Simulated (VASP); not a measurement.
# Si (P6_3/mmc) in VASP: notebook

The runs below take Si through single point, with r2SCAN.

Everything below comes from runs of VASP 6.6.1. Logs are shortened: lines on timing, memory, paths and dates and some standing lists are left out, and cuts for length are marked.

## 1. The cell of the first run

It takes space group P6_3/mmc (No. 194, hexagonal). Conventional cell: a = 2.639 Å, b = 2.639 Å, c = 4.621 Å, α = 90.00°, β = 90.00°, γ = 120.00°. Si (site symmetry -6m2) has 12 Si at 2.64 to 2.77 Å within 3.5 Å.

This isn't the form of Si at room conditions, which is diamond.

## 2. Single point, r2SCAN (strain +0.000 along x and y, +0.015 along z)

The input, POSCAR:

```
Si
1.0
    2.6391948715      0.0000000000      0.0000000000
   -1.3195974358      2.2856098043      0.0000000000
    0.0000000000      0.0000000000      4.6214548986
Si
2
Direct
    0.3333333333      0.6666666667      0.2500000000
    0.6666666667      0.3333333333      0.7500000000
```

The input, INCAR.step1:

```
SYSTEM = Si
  PREC = Accurate
  ENCUT = 520
  ISMEAR = 0
  SIGMA = 0.15
  LREAL = .False.
  LASPH = .True.
  NELM = 100
  NBANDS = 11
  GGA = PE
  ALGO = Normal
  EDIFF = 1E-4
  LWAVE = .True.
  LCHARG = .False.
```

The input, INCAR.step2:

```
SYSTEM = Si
  PREC = Accurate
  ENCUT = 520
  EDIFF = 1E-6
  ISMEAR = 0
  SIGMA = 0.15
  LREAL = .False.
  LASPH = .True.
  NELM = 100
  ALGO = Normal
  ISIF = 2
  LWAVE = .False.
  LCHARG = .False.
  METAGGA = R2SCAN
  LMIXTAU = .True.
  NBANDS = 11
  ISTART = 1
```

The input, KPOINTS:

```
regular mesh
0
Gamma
  24 24 14
  0 0 0
```

Potentials or basis: VASP PAW PBE potentials, release 64 (Si).

Started as:

```bash
$ cat potpaw_PBE.64/Si/POTCAR > POTCAR
$ cp INCAR.step1 INCAR
$ mpirun -np 1 vasp_std > vasp.out
$ cp INCAR.step2 INCAR
$ mpirun -np 1 vasp_std > vasp.out
```

OUTCAR:

```text
SYSTEM = Si
   PREC = Accurate
   ENCUT = 520
   EDIFF = 1E-6
   ISMEAR = 0
   LREAL = .False.
   LASPH = .True.
   NELM = 100
   ISIF = 2
   METAGGA = R2SCAN
   ISTART = 1

 ion  position               nearest neighbor table
   1  0.333  0.667  0.250-   2 2.77   2 2.77   2 2.77   2 2.77   2 2.77   2 2.77
   2  0.667  0.333  0.750-   1 2.77   1 2.77   1 2.77   1 2.77   1 2.77   1 2.77

  LATTYP: Found a hexagonal cell.
 ALAT       =     2.6391948715
 C/A-ratio  =     1.7510851315

  Lattice vectors:

 A1 = (   2.6391948715,   0.0000000000,   0.0000000000)
 A2 = (  -1.3195974358,   2.2856098043,   0.0000000000)
 A3 = (   0.0000000000,   0.0000000000,   4.6214548986)

Analysis of symmetry for initial positions (statically):
=====================================================================
 Subroutine PRICEL returns:
 Original cell was already a primitive cell.

 Routine SETGRP: Setting up the symmetry group for a
 hexagonal supercell.

 Subroutine GETGRP returns: Found 24 space group operations
 (whereof 12 operations were pure point group operations)
 out of a pool of 24 trial point group operations.

The static configuration has the point symmetry D_3d.
 The point group associated with its full space group is D_6h.

Analysis of symmetry for dynamics (positions and initial velocities):
=====================================================================
 Subroutine PRICEL returns:
 Original cell was already a primitive cell.

 Routine SETGRP: Setting up the symmetry group for a
 hexagonal supercell.

 Subroutine GETGRP returns: Found 24 space group operations
 (whereof 12 operations were pure point group operations)
 out of a pool of 24 trial point group operations.

The dynamic configuration has the point symmetry D_3d.
 The point group associated with its full space group is D_6h.

 Subroutine INISYM returns: Found 24 space group operations
 (whereof 12 operations are pure point group operations),
 and found     1 'primitive' translations

----------------------------------------------------------------------------------------

                                     Primitive cell

  volume of cell :      27.8774

  direct lattice vectors                    reciprocal lattice vectors
     2.639194871  0.000000000  0.000000000     0.378903434  0.218760000  0.000000000
    -1.319597436  2.285609804  0.000000000     0.000000000  0.437519999  0.000000000
     0.000000000  0.000000000  4.621454899     0.000000000  0.000000000  0.216382075

  length of vectors
     2.639194871  2.639194872  4.621454899     0.437519999  0.437519999  0.216382075

  position of ions in fractional coordinates (direct lattice)
     0.333333333  0.666666667  0.250000000
     0.666666667  0.333333333  0.750000000

  ion indices of the primitive-cell ions
   primitive index   ion index
                 1           1
                 2           2

----------------------------------------------------------------------------------------

 KPOINTS: regular mesh

Automatic generation of k-mesh.
 Grid dimensions read from file:
 generate k-points for:   24   24   14

 Generating k-lattice:

  Cartesian coordinates                     Fractional coordinates (reciprocal lattice)
     0.015787643  0.009115000  0.000000000     0.041666667  0.000000000  0.000000000
     0.000000000  0.018230000  0.000000000     0.000000000  0.041666667  0.000000000
     0.000000000  0.000000000  0.015455862     0.000000000  0.000000000  0.071428571

  Length of vectors
     0.018230000  0.018230000  0.015455862

  Shift w.r.t. Gamma in fractional coordinates (k-lattice)
     0.000000000  0.000000000  0.000000000

 Subroutine IBZKPT returns following result:
 ===========================================

 Found    488 irreducible k-points:

 Following reciprocal coordinates:
            Coordinates               Weight
  0.000000  0.000000  0.000000      1.000000
  0.041667  0.000000  0.000000      6.000000
  0.083333  0.000000  0.000000      6.000000
  0.125000  0.000000  0.000000      6.000000
  0.166667  0.000000  0.000000      6.000000
  0.208333  0.000000  0.000000      6.000000
[... 16 lines left out ...]
  0.416667  0.041667  0.000000     12.000000
  0.458333  0.041667  0.000000     12.000000
 [... further k-points ...]
   k-points           NKPTS =    488   k-points in BZ     NKDIM =    488   number of bands    NBANDS=     11
   number of dos      NEDOS =    301   number of ions     NIONS =      2
   total plane-waves  NPLWV =  14400
   dimension x,y,z NGX =    20 NGY =   20 NGZ =   36
   dimension x,y,z NGXF=    40 NGYF=   40 NGZF=   72
   ions per type =               2
   NGX,Y,Z   is equivalent  to a cutoff of  12.60, 12.60, 12.95 a.u.
   NGXF,Y,Z  is equivalent  to a cutoff of  25.20, 25.20, 25.90 a.u.
 SYSTEM =  Si
   PREC   = accura    normal or accurate (medium, high low for compatibility)
   ISTART =      1    job   : 0-new  1-cont  2-samecut
   ICHARG =      0    charge: 1-file 2-atom 10-const
   ISPIN  =      1    spin polarized calculation?
   LNONCOLLINEAR =      F non collinear calculations
   LSORBIT =      F    spin-orbit coupling
   LASPH  =      T    aspherical Exc in radial PAW
   ENCUT  =  520.0 eV  38.22 Ry    6.18 a.u.   4.91  4.91  8.59*2*pi/ulx,y,z
   NELM   =    100;   NELMIN=  2; NELMDL=  0     # of ELM steps
   EDIFF  = 0.1E-05   stopping-criterion for ELM
   LREAL  =      F    real-space projection
   EDIFFG = 0.1E-04   stopping-criterion for IOM
   NSW    =      0    number of steps for IOM
   IBRION =     -1    ionic relax: 0-MD 1-quasi-New 2-CG
   NFREE  =      0    steps in history (QN), initial steepest desc. (CG)
   ISIF   =      2    stress and relaxation
   ISYM   =      2    0-nonsym 1-usesym 2-fastsym
   POTIM  = 0.5000    time-step for ionic-motion
   TEBEG  =    0.0;   TEEND  =   0.0 temperature during run
   PSTRESS=    0.0 pullay stress
   NELECT =       8.0000    total number of electrons
   NUPDOWN=      -1.0000    fix difference up-down
   EMIN   =  10.00;   EMAX   =-10.00  energy-range for DOS
   EFERMI =   0.00;   METHOD = LEGACY
   ISMEAR =     0;   SIGMA  =   0.15  broadening in eV -4-tet -1-fermi 0-gaus
   EFERMI_NEDOS =   21; number of points for ismear=-14 and -15
   IALGO  =     38    algorithm
   IMIX   =      4    mixing-type and parameters
     AMIX     =   0.40;   BMIX     =  1.00
     AMIX_MAG =   1.60;   BMIX_MAG =  1.00
  volume/ion in A,a.u.               =      13.94        94.06
  Fermi-wavevector in a.u.,A,eV,Ry     =   1.079827  2.040577 15.864743  1.166026
  Thomas-Fermi vector in A             =   2.215802
   LORBIT       =      0    0 simple, 1 ext, 2 COOP (PROOUT), +10 PAW based schemes
   METAGGA = R2SCAN    functional components
   LHFCALC =     F    Hartree Fock is set to
   AEXX    =    0.0000 exact exchange contribution
   IVDW    =     0    specifies the selected vdW correction
   LEPSILON=     F    determine dielectric tensor
   LRPA    =     F    only Hartree local field effects (RPA)
 non-spin polarized calculation
 Gauss-broadening in eV      SIGMA  =   0.15
  energy-cutoff  :      520.00
  volume of cell :       27.88
 maximum number of plane-waves:       777
 NGX is ok and might be reduce to    20
   NGX =  9   NGY =  9   NGZ = 17

 number of electron       8.0000000 magnetization

 Free energy of the ion-electron system (eV)
  ---------------------------------------------------
  ext. energy  EPLUGINS =         0.00000000
  ---------------------------------------------------
  free energy    TOTEN  =       -16.13953957 eV

  energy without entropy =      -16.13112418  energy(sigma->0) =      -16.13533187

 E-fermi :  10.7206     XC(G=0): -12.1252

 val. band max:       10.7113571148   @ k =   0.2500   0.1667   0.0714
 cond. band min:      10.7299641650   @ k =   0.0417   0.0000   0.5000
 fundamental gap:      0.0186070502
 Fermi energy:        10.7206430159

 k-point     1 :       0.0000    0.0000    0.0000
  band No.  band energies     occupation
      1      -5.0296      2.00000
      2       1.5274      2.00000
      3       2.6812      2.00000
      4      21.0735      0.00000
      5      21.0735      0.00000
      6      21.2360      0.00000
      7      21.6388      0.00000
      8      22.1677      0.00000
      9      22.1677      0.00000
     10      25.6596      0.00000
     11      26.0780      0.00000

 k-point     2 :       0.0417    0.0000    0.0000
  band No.  band energies     occupation
      1      -4.9782      2.00000
      2       1.5778      2.00000
      3       2.7300      2.00000
      4      20.0255      0.00000
      5      20.4744      0.00000
      6      21.2509      0.00000
      7      21.4068      0.00000
      8      22.7632      0.00000
      9      22.8199      0.00000
     10      25.0314      0.00000
     11      25.3919      0.00000

 k-point     3 :       0.0833    0.0000    0.0000
  band No.  band energies     occupation
      1      -4.8242      2.00000
      2       1.7288      2.00000
      3       2.8766      2.00000
      4      18.2862      0.00000
      5      19.6054      0.00000
      6      21.0596      0.00000
      7      21.2786      0.00000
      8      23.0421      0.00000
      9      23.6598      0.00000
     10      23.6659      0.00000
     11      24.8496      0.00000

 k-point     4 :       0.1250    0.0000    0.0000
  band No.  band energies     occupation
      1      -4.5677      2.00000
      2       1.9801      2.00000
      3       3.1207      2.00000
      4      16.4416      0.00000
      5      18.7807      0.00000
      6      20.5759      0.00000
      7      21.2373      0.00000
      8      21.8129      0.00000
      9      23.4585      0.00000
     10      23.5175      0.00000
     11      24.6288      0.00000
[... 239 lines left out ...]
 k-point    22 :       0.3750    0.0417    0.0000
  band No.  band energies     occupation
      1      -0.4092      2.00000
      2       5.3750      2.00000
      3       6.2577      2.00000
      4       7.0673      2.00000
      5      11.8072      0.00000
      6      13.1219      0.00000
      7      14.6173      0.00000
      8      18.6443      0.00000
      9      19.9615      0.00000
     10      22.3302      0.00000
     11      24.1442      0.00000

 k-point    23 :       0.4167    0.0417    0.0000
  band No.  band energies     occupation
      1       0.5878      2.00000
      2       4.1661      2.00000
      3       7.0534      2.00000
      4       7.9743      2.00000
      5      10.5177      1.94425
      6      11.8477      0.00000
      7      14.4327      0.00000
      8      18.4698      0.00000
      9      19.7986      0.00000
     10      22.1569      0.00000
     11      24.0650      0.00000

 k-point    24 :       0.4583    0.0417    0.0000
  band No.  band energies     occupation
      1       1.6555      2.00000
      2       2.9300      2.00000
      3       8.0301      2.00000
      4       8.8028      2.00000
      5       9.3555      2.00000
      6      10.8345      0.28313
      7      14.3406      0.00000
      8      18.3819      0.00000
      9      19.7171      0.00000
     10      22.0680      0.00000
     11      24.0211      0.00000

 [... further k-points ...]
[... 5 lines left out ...]
  --------------------------------------------------------------------------------------
  -------------------------------------------------------------------------------------
  Total       -0.0697520     -0.0697520     -0.4734565      0.0000000      0.0000000      0.0000000
  in kB       -4.0088040     -4.0088040    -27.2106170      0.0000000      0.0000000      0.0000000
  external PRESSURE =     -11.7427417 kB  Pullay stress =       0.0000000 kB

 VOLUME and BASIS-vectors are now :
 -----------------------------------------------------------------------------
  energy-cutoff  :      520.00
  volume of cell :       27.88
      direct lattice vectors                 reciprocal lattice vectors
     2.639194871  0.000000000  0.000000000     0.378903434  0.218760000  0.000000000
    -1.319597436  2.285609804  0.000000000     0.000000000  0.437519999  0.000000000
     0.000000000  0.000000000  4.621454899     0.000000000  0.000000000  0.216382075

 POSITION                                       TOTAL-FORCE (eV/Angst)
 -----------------------------------------------------------------------------------
     -0.00000      1.52374      1.15536         0.000000      0.000000      0.000000
      1.31960      0.76187      3.46609        -0.000000      0.000000      0.000000
 -----------------------------------------------------------------------------------
    total drift:                               -0.000000      0.000000     -0.000000

  FREE ENERGIE OF THE ION-ELECTRON SYSTEM (eV)
  ---------------------------------------------------
  free  energy   TOTEN  =       -16.1395395681 eV

  energy  without entropy=      -16.1311241784  energy(sigma->0) =      -16.13533187
```

Wall time 9.6 min (1 thread of AMD EPYC 7R13, shared host); peak memory 0.2 GiB.

Results:

* Free energy: -16.1395 eV
* Pressure: -1.2 GPa
* Band gap on the k mesh: zero (bands 4 and 5 overlap by 14.36 eV)

Stress tensor (GPa, compression positive):
```
-0.40  0.00  0.00
 0.00 -0.40  0.00
 0.00  0.00 -2.72
```

Caveat: the cell differs from its parent crystal (strain +0.000 along x and y, +0.015 along z); the PAW data sets were made with another functional, which shifts forces and pressure a little.

[end of part 1 of 2]
